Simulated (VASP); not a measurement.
# VSi2 (P6_222) in VASP: single point with PBE

Aim: the single point of VSi2 with PBE.

All numbers are computed with VASP 6.6.1; they aren't measurements. Logs are shortened: lines on timing, memory, paths and dates and some standing lists are left out, and cuts for length are marked.

**1. The cell of the first run**

It takes space group P6_222 (No. 180, hexagonal). Conventional cell: a = 4.565 Å, b = 4.565 Å, c = 6.368 Å, α = 90.00°, β = 90.00°, γ = 120.00°. Within 3.3 Å of V (site symmetry 222) lie 10 Si at 2.51 to 2.67 Å and 4 V at 3.12 Å. Within 3.3 Å of Si (site symmetry 2) lie 9 Si at 2.48 to 3.16 Å and 5 V at 2.51 to 2.67 Å.

**2. Single point, PBE**

File INCAR:

```
SYSTEM = VSi2
ALGO = Normal ; EDIFF = 1E-6
ENCUT = 520 ; GGA = PE
ISIF = 2 ; ISMEAR = 0
LASPH = .TRUE. ; LCHARG = .TRUE.
LELF = .TRUE. ; LREAL = .FALSE.
LVHAR = .TRUE. ; LWAVE = .FALSE.
NBANDS = 42 ; NELM = 100
PREC = Accurate ; SIGMA = 0.1
```

File KPOINTS:

```
k-points
0
G
  12 12 6
  0 0 0
```

File POSCAR:

```
VSi2
1.0
    4.5650604600      0.0000000000      0.0000000000
   -2.2825302300      3.9534583282      0.0000000000
    0.0000000000      0.0000000000      6.3676452246
V Si
3 6
Direct
    0.0000000000      0.5000000000      0.1666666667
    0.5000000000      0.5000000000      0.8333333333
    0.5000000000      0.0000000000      0.5000000000
    0.8372033611      0.6744067222      0.5000000000
    0.1627966389      0.8372033611      0.8333333333
    0.6744067222      0.8372033611      0.1666666667
    0.1627966389      0.3255932778      0.5000000000
    0.8372033611      0.1627966389      0.8333333333
    0.3255932778      0.1627966389      0.1666666667
```

Potentials or basis: VASP PAW PBE potentials, release 64 (V_sv, Si).

Run with:

```console
cat potpaw_PBE.64/V_sv/POTCAR potpaw_PBE.64/Si/POTCAR > POTCAR
mpirun -np 1 vasp_std > vasp.out
```

OUTCAR:

```text
SYSTEM = VSi2
   EDIFF = 1E-6
   ENCUT = 520
   GGA = PE
   ISIF = 2
   ISMEAR = 0
   LASPH = .TRUE.
   LREAL = .FALSE.
   NELM = 100
   PREC = Accurate

 ion  position               nearest neighbor table
   1  0.000  0.500  0.167-   4 2.51   7 2.51   5 2.51   8 2.51   6 2.62   9 2.62   9 2.62   6 2.62
                             6 2.67   9 2.67
   2  0.500  0.500  0.833-   4 2.51   7 2.51   6 2.51   9 2.51   5 2.62   8 2.62   5 2.62   8 2.62
                             8 2.67   5 2.67
   3  0.500  0.000  0.500-   6 2.51   9 2.51   8 2.51   5 2.51   7 2.62   4 2.62   7 2.62   4 2.62
                             7 2.67   4 2.67
   4  0.837  0.674  0.500-   5 2.48   6 2.48   1 2.51   2 2.51   7 2.57   3 2.62   3 2.62   3 2.67
                             7 2.67   7 2.67   8 3.08   9 3.08
   5  0.163  0.837  0.833-   4 2.48   9 2.48   3 2.51   1 2.51   8 2.57   2 2.62   2 2.62   2 2.67
                             8 2.67   8 2.67   7 3.08   6 3.08
   6  0.674  0.837  0.167-   4 2.48   8 2.48   3 2.51   2 2.51   9 2.57   1 2.62   1 2.62   1 2.67
                             9 2.67   9 2.67   7 3.08   5 3.08
   7  0.163  0.326  0.500-   8 2.48   9 2.48   1 2.51   2 2.51   4 2.57   3 2.62   3 2.62   3 2.67
                             4 2.67   4 2.67   5 3.08   6 3.08
   8  0.837  0.163  0.833-   7 2.48   6 2.48   3 2.51   1 2.51   5 2.57   2 2.62   2 2.62   2 2.67
                             5 2.67   5 2.67   4 3.08   9 3.08
   9  0.326  0.163  0.167-   7 2.48   5 2.48   3 2.51   2 2.51   6 2.57   1 2.62   1 2.62   1 2.67
                             6 2.67   6 2.67   4 3.08   8 3.08

  LATTYP: Found a hexagonal cell.
 ALAT       =     4.5650604600
 C/A-ratio  =     1.3948654745

  Lattice vectors:

 A1 = (   4.5650604600,   0.0000000000,   0.0000000000)
 A2 = (  -2.2825302300,   3.9534583282,   0.0000000000)
 A3 = (   0.0000000000,   0.0000000000,   6.3676452246)

Analysis of symmetry for initial positions (statically):
=====================================================================
 Subroutine PRICEL returns:
 Original cell was already a primitive cell.

 Routine SETGRP: Setting up the symmetry group for a
 hexagonal supercell.

 Subroutine GETGRP returns: Found 12 space group operations
 (whereof  4 operations were pure point group operations)
 out of a pool of 24 trial point group operations.

The static configuration has the point symmetry D_2 .
 The point group associated with its full space group is D_6 .

Analysis of symmetry for dynamics (positions and initial velocities):
=====================================================================
 Subroutine PRICEL returns:
 Original cell was already a primitive cell.

[... 132 lines left out ...]
   PSTRESS=    0.0 pullay stress
   NELECT =      63.0000    total number of electrons
   NUPDOWN=      -1.0000    fix difference up-down
   EMIN   =  10.00;   EMAX   =-10.00  energy-range for DOS
   EFERMI =   0.00;   METHOD = LEGACY
   ISMEAR =     0;   SIGMA  =   0.10  broadening in eV -4-tet -1-fermi 0-gaus
   EFERMI_NEDOS =   21; number of points for ismear=-14 and -15
   IALGO  =     38    algorithm
   IMIX   =      4    mixing-type and parameters
     AMIX     =   0.40;   BMIX     =  1.00
     AMIX_MAG =   1.60;   BMIX_MAG =  1.00
  volume/ion in A,a.u.               =      12.77        86.17
  Fermi-wavevector in a.u.,A,eV,Ry     =   1.339844  2.531938 24.424925  1.795181
  Thomas-Fermi vector in A             =   2.468204
   LORBIT       =      0    0 simple, 1 ext, 2 COOP (PROOUT), +10 PAW based schemes
   GGA     = PE    functional components
   LHFCALC =     F    Hartree Fock is set to
   AEXX    =    0.0000 exact exchange contribution
   IVDW    =     0    specifies the selected vdW correction
   LEPSILON=     F    determine dielectric tensor
   LRPA    =     F    only Hartree local field effects (RPA)
 non-spin polarized calculation
 Gauss-broadening in eV      SIGMA  =   0.10
  energy-cutoff  :      520.00
  volume of cell :      114.92
 maximum number of plane-waves:      3132
 NGX is ok and might be reduce to    36
   NGX = 17   NGY = 17   NGZ = 23

 number of electron      63.0000014 magnetization

 Free energy of the ion-electron system (eV)
  ---------------------------------------------------
  ext. energy  EPLUGINS =         0.00000000
  ---------------------------------------------------
  free energy    TOTEN  =       -63.89282087 eV

  energy without entropy =      -63.86009293  energy(sigma->0) =      -63.87645690

 E-fermi :  11.2370     XC(G=0): -12.1860

 val. band max:       11.2295499937   @ k =   0.3333   0.1667   0.5000
 cond. band min:      11.2427466033   @ k =   0.3333   0.3333   0.3333
 fundamental gap:      0.0131966097
 Fermi energy:        11.2369845193

 k-point     1 :       0.0000    0.0000    0.0000
  band No.  band energies     occupation
      1     -52.7335      2.00000
      2     -52.7184      2.00000
      3     -52.7184      2.00000
      4     -26.6956      2.00000
      5     -26.6956      2.00000
      6     -26.6755      2.00000
[... 1069 lines left out ...]
     41      14.4727      0.00000
     42      14.7055      0.00000

 [... further k-points ...]

------------------------ aborting loop because EDIFF is reached ----------------------------------------

  FORCE on cell =-STRESS in cart. coord.  units (eV):
  Direction    XX          YY          ZZ          XY          YZ          ZX
  --------------------------------------------------------------------------------------
  -------------------------------------------------------------------------------------
  Total        0.0319839      0.0319839      0.0509273      0.0000000      0.0000000     -0.0000000
  in kB        0.4459018      0.4459018      0.7100007      0.0000000      0.0000000     -0.0000000
  external PRESSURE =       0.5339348 kB  Pullay stress =       0.0000000 kB

 VOLUME and BASIS-vectors are now :
 -----------------------------------------------------------------------------
  energy-cutoff  :      520.00
  volume of cell :      114.92
      direct lattice vectors                 reciprocal lattice vectors
     4.565060460  0.000000000  0.000000000     0.219055149  0.126471549  0.000000000
    -2.282530230  3.953458328  0.000000000     0.000000000  0.252943099  0.000000000
     0.000000000  0.000000000  6.367645225     0.000000000  0.000000000  0.157043925

 POSITION                                       TOTAL-FORCE (eV/Angst)
 -----------------------------------------------------------------------------------
     -1.14127      1.97673      1.06127        -0.000000     -0.000000     -0.000000
      1.14127      1.97673      5.30637        -0.000000     -0.000000      0.000000
      2.28253      0.00000      3.18382        -0.000000     -0.000000     -0.000000
      2.28253      2.66624      3.18382        -0.000000     -0.002786      0.000000
     -1.16777      3.30985      5.30637         0.002413     -0.001393      0.000000
      1.16777      3.30985      1.06127        -0.002413     -0.001393     -0.000000
     -0.00000      1.28722      3.18382        -0.000000      0.002786     -0.000000
      3.45030      0.64361      5.30637        -0.002413      0.001393     -0.000000
      1.11476      0.64361      1.06127         0.002413      0.001393     -0.000000
 -----------------------------------------------------------------------------------
    total drift:                               -0.000000      0.000000     -0.000001

  FREE ENERGIE OF THE ION-ELECTRON SYSTEM (eV)
  ---------------------------------------------------
  free  energy   TOTEN  =       -63.8928208717 eV

  energy  without entropy=      -63.8600929262  energy(sigma->0) =      -63.87645690
```

OSZICAR:

```text
N       E                     dE             d eps       ncg     rms          rms(c)
DAV:   1     0.687630128647E+03    0.68763E+03   -0.33140E+04  6912   0.149E+03
DAV:   2    -0.193914367043E+02   -0.70702E+03   -0.68403E+03  6396   0.455E+02
DAV:   3    -0.699761926237E+02   -0.50585E+02   -0.48496E+02  8344   0.113E+02
DAV:   4    -0.713090270681E+02   -0.13328E+01   -0.13196E+01  8118   0.177E+01
DAV:   5    -0.713323378128E+02   -0.23311E-01   -0.23276E-01  8088   0.265E+00    0.407E+01
DAV:   6    -0.700758634746E+02    0.12565E+01   -0.12494E+02  8540   0.620E+01    0.230E+01
DAV:   7    -0.647880812158E+02    0.52878E+01   -0.70662E+01  8378   0.517E+01    0.156E+01
DAV:   8    -0.638833577519E+02    0.90472E+00   -0.56234E+00  7996   0.144E+01    0.135E+00
DAV:   9    -0.638945422460E+02   -0.11184E-01   -0.16839E-01  8336   0.186E+00    0.956E-01
DAV:  10    -0.638929763078E+02    0.15659E-02   -0.48396E-03  8030   0.356E-01    0.351E-01
DAV:  11    -0.638928824813E+02    0.93827E-04   -0.41609E-04  8758   0.112E-01    0.677E-02
DAV:  12    -0.638928272351E+02    0.55246E-04   -0.36180E-04  8878   0.996E-02    0.388E-02
DAV:  13    -0.638928217832E+02    0.54518E-05   -0.13182E-05  7148   0.212E-02    0.810E-03
DAV:  14    -0.638928208717E+02    0.91150E-06   -0.90849E-07  5182   0.498E-03
   1 F= -.63892821E+02 E0= -.63876457E+02  d E =-.327279E-01
```

It took 4.7 min on 1 thread of AMD EPYC 7R13 (Zen 3), shared host; peak memory 0.38 GiB.

What came out:

```
Free energy            : -63.8928 eV
Pressure               : 0.1 GPa
Band gap on the k mesh : zero (an odd number of electrons rules out a gap without spin polarisation)
```

Forces in eV/Å, atoms in the order of the input:
```
V    0.000  0.000  0.000
V    0.000  0.000  0.000
V    0.000  0.000  0.000
Si   0.000 -0.003  0.000
Si   0.002 -0.001  0.000
Si  -0.002 -0.001  0.000
Si   0.000  0.003  0.000
Si  -0.002  0.001  0.000
Si   0.002  0.001  0.000
```
